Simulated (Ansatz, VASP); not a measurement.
**AlNi in VASP and in Ansatz**

POSCAR

```
AlNi
1.0
    1.9652547526     -1.9799495047      0.0000000000
    1.9652547526      1.9799495047      0.0000000000
    0.0000000000      0.0000000000      3.0162175332
Al Ni
1 1
Direct
    0.0000000000      0.0000000000      0.0000000000
    0.5000000000      0.5000000000      0.5000000000
```

File INCAR.step1:

```
SYSTEM = AlNi
  PREC = Accurate
  ENCUT = 520
  ISMEAR = 0
  SIGMA = 0.15
  LREAL = .False.
  LASPH = .True.
  NELM = 100
  NBANDS = 14
  GGA = PE
  ALGO = Normal
  EDIFF = 1E-4
  LWAVE = .True.
  LCHARG = .False.
```

The input INCAR.step2:

```
SYSTEM = AlNi
  PREC = Accurate
  ENCUT = 520
  EDIFF = 1E-7
  ISMEAR = 0
  SIGMA = 0.15
  LREAL = .False.
  LASPH = .True.
  NELM = 100
  ALGO = Normal
  ISIF = 2
  LWAVE = .False.
  LCHARG = .True.
  METAGGA = R2SCAN
  LMIXTAU = .True.
  LELF = .True.
  LVHAR = .True.
  NBANDS = 14
  ISTART = 1
```

KPOINTS

```
Automatic mesh
0
Gamma
  20 20 18
  0 0 0
```

Input for Ansatz:

```yaml
crystal:
  lattice:
    - [1.9652547526, -1.9799495047, 0.0]
    - [1.9652547526, 1.9799495047, 0.0]
    - [0.0, 0.0, 3.0162175332]
  atoms:
    - { symbol: Al, position: [0.0, 0.0, 0.0] }
    - { symbol: Ni, position: [0.5, 0.5, 0.5] }
basis:
  ecutwfc: 500
kpoints:
  mp_grid: { grid: [20, 20, 18] }
hamiltonian:
  xc: r2scan
scf:
  occupations: { method: gaussian, width: 0.15 }
output:
  forces: true
  stress: true
  eigenvalues: true
```

Alike in both runs: task single point; functional r2SCAN; k mesh 20 × 20 × 18; occupations gaussian, width 0.15 eV; no spin polarisation.

|  | VASP | Ansatz |
| --- | --- | --- |
| version | VASP 6.6.1 | Ansatz 0.2.0 |
| potentials or method | VASP PAW PBE potentials, release 64 (Al, Ni), cutoff 520 eV | scalar-relativistic, plane waves, PAW |
| valence electrons in the cell | 13 | 21 |

|  | VASP | Ansatz | Ansatz less VASP |
| --- | --- | --- | --- |
| gap on the k mesh at the Fermi level (eV) | none | none | - |
| pressure (GPa) | 0.1 | 0.3 | +0.22 |
| traceless stress, the component that is largest in VASP (GPa) | -3.35 | -3.25 | +0.102 |

VASP's potentials were made for PBE, not for r2SCAN. A gap of «none» marks a metal or a gap that the smearing closes. VASP's potentials hold 13 valence electrons a cell and Ansatz's 21, so a difference there can come from the potentials and not from the codes.
